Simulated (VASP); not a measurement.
NiO, 2 atoms in the cell. Symmetry: F-43m, No. 216, cubic system. Conventional cell: a = 4.567 Å, b = 4.567 Å, c = 4.567 Å, α = 90.00°, β = 90.00°, γ = 90.00°. Ni (site symmetry -43m) has 4 O at 1.98 Å within 2.6 Å. O (site symmetry -43m) has 4 Ni at 1.98 Å within 2.6 Å. 

| Quantity | Value |
| --- | --- |
| Program | VASP 6.6.1 |
| Task | single point |
| Functional | PBEsol-based screened hybrid with 25 % exact exchange |
| Potentials or basis | VASP PAW PBE potentials, release 64 (Ni_sv_GW, O) |
| Cutoff | 520 eV |
| k mesh | 5 × 5 × 5 |
| Occupations | fermi-dirac, width 0.05 eV |
| Spin | collinear spin, ferromagnetic start |
| Starting moments | [1.0, 0.0] μB |
| Dipole correction | no |
| Grid for exact exchange (PRECFOCK) | Normal |
| Share of exact exchange | 0.25 |
| Further INCAR settings | ALGO = Normal; EDIFF = 1e-06; NBANDS = 23 |
| Screening parameter | 0.207 1/Å |

Potentials or basis: VASP PAW PBE potentials, release 64 (Ni_sv_GW, O).

Command:

```bash
$ cat potpaw_PBE.64/Ni_sv_GW/POTCAR potpaw_PBE.64/O/POTCAR > POTCAR
$ cp INCAR.step1 INCAR
$ mpirun -np 1 vasp_std > vasp.out
$ cp INCAR.step2 INCAR
$ mpirun -np 1 vasp_std > vasp.out
```

Hardware: 1 thread of Intel(R) Xeon(R) Platinum 8259CL CPU @ 2.50GHz (Skylake/Cascade Lake) (shared host).

Problem. Estimate the wall time of this run.

Solution. It took 63 min on 1 thread of Intel(R) Xeon(R) Platinum 8259CL CPU @ 2.50GHz (Skylake/Cascade Lake), on a shared host, peak memory 0.28 GiB. Counts: k points 10.
